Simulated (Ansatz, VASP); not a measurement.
LiF: VASP beside Ansatz

```
Li F
1.0
     4.89571    0.00000    0.00000
    -2.44786    4.23981    0.00000
     0.00000    0.00000    2.92088
Li F
3 3
Direct
  0.62231 0.62231 0.00000
  0.37769 0.00000 0.33333
  0.00000 0.37769 0.66667
  0.00000 0.63331 0.16667
  0.36669 0.36669 0.50000
  0.63331 0.00000 0.83333
```

Alike in both runs: functional PBE; k mesh 6 × 6 × 6; occupations gaussian, width 0.1 eV; no spin polarisation.

Ansatz relaxed the structure, and its values are those at the end. VASP's run is a single point on that final structure, the one shown.

|  | VASP | Ansatz |
| --- | --- | --- |
| version | VASP 6.6.1 | Ansatz 0.2.0 |
| potentials or method | VASP PAW PBE potentials, release 64 (Li_sv, F), cutoff 520 eV | scalar-relativistic, plane waves, PAW |
| valence electrons in the cell | 30 | 30 |

|  | VASP | Ansatz | Ansatz less VASP |
| --- | --- | --- | --- |
| gap on the k mesh at the Fermi level (eV) | 7.56 | 7.57 | +0.009 |
| least direct gap on the mesh (eV) | 7.56 | 7.57 | +0.009 |
| rms of the force components (eV/Å) | 0.005 | 0.005 | +0.0004 |

Noted on VASP's run: the cutoff is under 1.25 times that of the potentials, so the pressure is a little rough.
